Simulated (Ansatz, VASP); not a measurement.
## CrCuO2 in VASP and in Ansatz

The input INCAR:

```
PREC = Accurate ; ENCUT = 600
EDIFF = 1E-6 ; ISMEAR = 0
SIGMA = 0.05 ; LREAL = F
LASPH = T ; NELM = 200
ALGO = Normal ; ISIF = 2
LWAVE = F ; LCHARG = T
MAGMOM = 0 0 2.87 0 0 0.05 0 0 0 0 0 0 ; LORBIT = 11
LSORBIT = T ; GGA_COMPAT = F
LORBMOM = T ; LMAXMIX = 4
GGA = PE ; LVHAR = T
NBANDS = 49 ; KPAR = 4
```

KPOINTS

```
regular mesh
0
Gamma
  10 10 10
```

POSCAR

```
CrCuO2
1.0
    1.5063689681      0.8697025294      5.6459639028
   -1.5063689681      0.8697025294      5.6459639028
    0.0000000000     -1.7394050583      5.6459639029
Cr Cu O
1 1 2
Direct
    0.5000000000      0.5000000000      0.5000000000
    0.0000000000      0.0000000000      0.0000000000
    0.1084413019      0.1084413019      0.1084413019
    0.8915586981      0.8915586981      0.8915586981
```

Input for Ansatz:

```yaml
crystal:
  lattice:
    - [1.5063689681, 0.8697025294, 5.6459639028]
    - [-1.5063689681, 0.8697025294, 5.6459639028]
    - [0.0, -1.7394050583, 5.6459639029]
  atoms:
    - { symbol: Cr, position: [0.5, 0.5, 0.5], spin: 2.87, spin_axis: [0.0, 0.0, 1.0] }
    - { symbol: Cu, position: [0.0, 0.0, 0.0], spin: 0.05, spin_axis: [0.0, 0.0, 1.0] }
    - { symbol: O, position: [0.1084413019, 0.1084413019, 0.1084413019] }
    - { symbol: O, position: [0.8915586981, 0.8915586981, 0.8915586981] }
basis:
  ecutwfc: 420
  ecutrho_ratio: 4
kpoints:
  mp_grid: { grid: [10, 10, 10] }
hamiltonian:
  xc: pbe
scf:
  occupations: { method: gaussian, width: 0.05 }
output:
  forces: true
  stress: true
  eigenvalues: true
  populations: true
magnetization:
  noncollinear: true
  spin_orbit: true
```

Change from the starting cell: strain e3 = -0.01, atoms carried along.

Alike in both runs: task single point; functional PBE; k mesh 10 × 10 × 10; occupations gaussian, width 0.05 eV; non-collinear spin, spin-orbit coupling.

```csv
,VASP,Ansatz
version,VASP 6.6.1,Ansatz 0.2.0
potentials or method,"VASP PAW PBE potentials, release 64 (Cr_pv, Cu, O), cutoff 600 eV","plane waves, PAW"
valence electrons in the cell,35,45
```

VASP gave:

```
pressure (GPa)                                                : 2.9
traceless stress, the component that is largest in VASP (GPa) : 3.02
rms of the force components (eV/Å)                            : 0.046
net moment per atom (μB)                                      : 0.75
```

Q: What did Ansatz give for the same quantities?

A: Pressure (GPa): 2.3; traceless stress, the component that is largest in VASP (GPa): 2.41; rms of the force components (eV/Å): 0.035; net moment per atom (μB): 0.75.

Atom by atom the forces differ by 0.011 eV/Å (rms over components). With one functional, cell and mesh, what is left measures potentials, basis and numerics. VASP's potentials hold 35 valence electrons a cell and Ansatz's 45, so a difference there can come from the potentials and not from the codes. Ansatz's warnings: stress scf threshold loose.
